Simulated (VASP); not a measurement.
Runs of VASP 6.6.1 on FePt. The structure is that of space group P4/mmm (No. 123), or close to it. The cells are those of the table. 

| task | level | potentials or basis | fixed moment (μB) | cell | k mesh | cutoff (eV) | gap on the mesh (eV) | pressure (GPa) | moment (μB) | relaxed volume (Å³/atom) |
| --- | --- | --- | --- | --- | --- | --- | --- | --- | --- | --- |
| relaxation of cell and atoms | LDA | VASP PAW LDA potentials, release 64 (Pt, Fe) | - | relaxed from a = 2.724, b = 2.724, c = 3.720 Å, 2 atoms | 10 × 10 × 7 | 600 | none | 0.1 | 3.12 | (c) |
| single point | LDA | VASP PAW LDA potentials, release 64 (Pt_sv_GW, Fe_sv) | - | a = 2.724, b = 2.724, c = 3.720 Å, 2 atoms | 10 × 10 × 7 | 690 | none | -13.2 | 3.20 | - |
| single point | PBE | VASP PAW PBE potentials, release 64 (Pt_sv_GW, Fe_sv) | 3.8 | a = 2.724, b = 2.724, c = 3.720 Å, 2 atoms | 8 × 8 × 6 | 690 | - | 7.5 | 3.80 | - |
| single point | r2SCAN | VASP PAW PBE potentials, release 64 (Pt, Fe) | - | a = 2.724, b = 2.724, c = 3.720 Å, 2 atoms | 10 × 10 × 7 | 660 | none | 2.4 | 3.59 | - |
| single point | BLYP | VASP PAW PBE potentials, release 64 (Pt, Fe) | - | a = 2.788, b = 2.788, c = 3.805 Å, 2 atoms | 10 × 10 × 7 | 600 | none | 0.4 | (b) | - |
| relaxation of cell and atoms | PBE+D4 | VASP PAW PBE potentials, release 64 (Pt, Fe) | - | relaxed from a = 2.724, b = 2.724, c = 3.720 Å, 2 atoms | 10 × 10 × 7 | 600 | none | 0.0 | 3.25 | (d) |
| single point | LDA | VASP PAW LDA potentials, release 64 (Pt_sv_GW, Fe_sv) | - | a = 2.724, b = 2.724, c = 3.720 Å, 2 atoms | 6 × 6 × 4 | 690 | none | (a) | 3.23 | - |
| single point | PBE | VASP PAW PBE potentials, release 64 (Pt_sv_GW, Fe_sv) | 4.5 | a = 2.724, b = 2.724, c = 3.720 Å, 2 atoms | 8 × 8 × 6 | 690 | - | 15.2 | 4.50 | - |

Alike in all rows: spin collinear, ferromagnetic start; smearing fermi-dirac 0.05 eV.

**Question.** Fill in the values left out.

**Answer.** (a) -13.4; (b) 3.31; (c) 13.04; (d) 13.62.

Caveats: some runs use coarse meshes; spin-orbit coupling is left out, which moves the levels of the heavy elements; the total moment is fixed, so each spin has its own Fermi level and the state may be an excited one (at least some runs); the PAW data sets were made with another functional, which shifts forces and pressure a little (at least some runs); the cell stands under tension (at least some runs); the cell stands under pressure (at least some runs); the stress differs along the axes, from 10 to 18 GPa (at least some runs).

A k mesh can miss the band edges, and the runs leave out spin-orbit coupling on Pt.

A gap of «none» marks levels without a gap at the run's occupations.

The runs don't all hold the same shells in valence.
